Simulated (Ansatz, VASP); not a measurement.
One calculation of KF, two programs

File INCAR:

```
PREC = Accurate
ENCUT = 520
EDIFF = 1E-6
ISMEAR = 0
SIGMA = 0.05
LREAL = F
LASPH = T
NELM = 100
ALGO = Normal
ISIF = 2
LWAVE = F
LCHARG = F
NBANDS = 15
```

File KPOINTS:

```
regular mesh
0
Gamma
  8 8 8
```

The input POSCAR:

```
KF
1.0
    0.0000000000      2.5954060890      2.5954060890
    2.5954060890      0.0000000000      2.5954060890
    2.5954060890      2.5954060890      0.0000000000
K F
1 1
Direct
    0.0000000000      0.0000000000      0.0000000000
    0.5000000000      0.5000000000      0.5000000000
```

Input for Ansatz:

```yaml
crystal:
  lattice:
    - [0.0, 2.595406089, 2.595406089]
    - [2.595406089, 0.0, 2.595406089]
    - [2.595406089, 2.595406089, 0.0]
  atoms:
    - { symbol: K, position: [0.0, 0.0, 0.0] }
    - { symbol: F, position: [0.5, 0.5, 0.5] }
basis:
  ecutwfc: 520.0
kpoints:
  mp_grid: { grid: [8, 8, 8] }
hamiltonian:
  xc: lda
scf:
  occupations: { method: gaussian, width: 0.05 }
output:
  forces: true
  stress: true
  eigenvalues: true
```

Alike in both runs: task single point; functional LDA; k mesh 8 × 8 × 8; occupations gaussian, width 0.05 eV; no spin polarisation.

```csv
,VASP,Ansatz
version,VASP 6.6.1,Ansatz 0.2.0
potentials or method,"VASP PAW LDA potentials, release 64 (K_sv, F), cutoff 520 eV","scalar-relativistic, plane waves, PAW"
valence electrons in the cell,16,16
```

|  | VASP | Ansatz | Ansatz less VASP |
| --- | --- | --- | --- |
| gap on the k mesh at the Fermi level (eV) | 6.25 | 6.27 | +0.019 |
| least direct gap on the mesh (eV) | 6.25 | 6.27 | +0.019 |
| pressure (GPa) | -0.5 | -0.7 | -0.22 |

LDA's correlation is that of Perdew and Zunger in VASP and of Perdew and Wang (1992) in Ansatz.
